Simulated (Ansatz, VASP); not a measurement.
## InSb: VASP beside Ansatz

INCAR

```
SYSTEM = InSb
PREC = Accurate
ENCUT = 520
EDIFF = 1E-8
ISMEAR = -1
SIGMA = 0.03
LREAL = .False.
LASPH = .True.
NELM = 80
ALGO = Normal
ISIF = 2
LWAVE = .False.
LCHARG = .False.
GGA = PE
LEFG = .True.
NBANDS = 16
```

The input KPOINTS:

```
Automatic mesh
0
Gamma
  10 10 10
  0 0 0
```

The input POSCAR:

```
InSb
1.0
    0.0000000000      3.2817246249      3.2817246249
    3.2817246249      0.0000000000      3.2817246249
    3.2817246249      3.2817246249      0.0000000000
In Sb
1 1
Direct
    0.0000000000      0.0000000000      0.0000000000
    0.7500000000      0.7500000000      0.7500000000
```

Input for Ansatz:

```yaml
crystal:
  lattice:
    - [0.0, 3.2817246249, 3.2817246249]
    - [3.2817246249, 0.0, 3.2817246249]
    - [3.2817246249, 3.2817246249, 0.0]
  atoms:
    - { symbol: In, position: [0.0, 0.0, 0.0] }
    - { symbol: Sb, position: [0.75, 0.75, 0.75] }
kpoints:
  mp_grid: { grid: [10, 10, 10] }
scf:
  occupations: { method: fermi_dirac, width: 0.03 }
hamiltonian:
  xc: pbe
  pseudopotentials: { kind: all_electron, datasets: crystal }
output:
  forces: true
  stress: true
  eigenvalues: true
  efg: { contact_densities: true }
```

Change from the starting cell: volume scaled by 1.04, crystal datasets.

Alike in both runs: task electric field gradients; functional PBE; k mesh 10 × 10 × 10; occupations fermi-dirac, width 0.03 eV; no spin polarisation.

|  | VASP | Ansatz |
| --- | --- | --- |
| version | VASP 6.6.1 | Ansatz 0.2.0 |
| potentials or method | VASP PAW PBE potentials, release 64 (In_d, Sb), cutoff 520 eV | all-electron PAW with datasets made for the crystal, scalar-relativistic |

```csv
,VASP,Ansatz,Ansatz less VASP
pressure (GPa),1.3,1.3,+0.03
```

Ansatz ran all-electron here, and VASP with PAW potentials.

Spin-orbit coupling is off throughout.
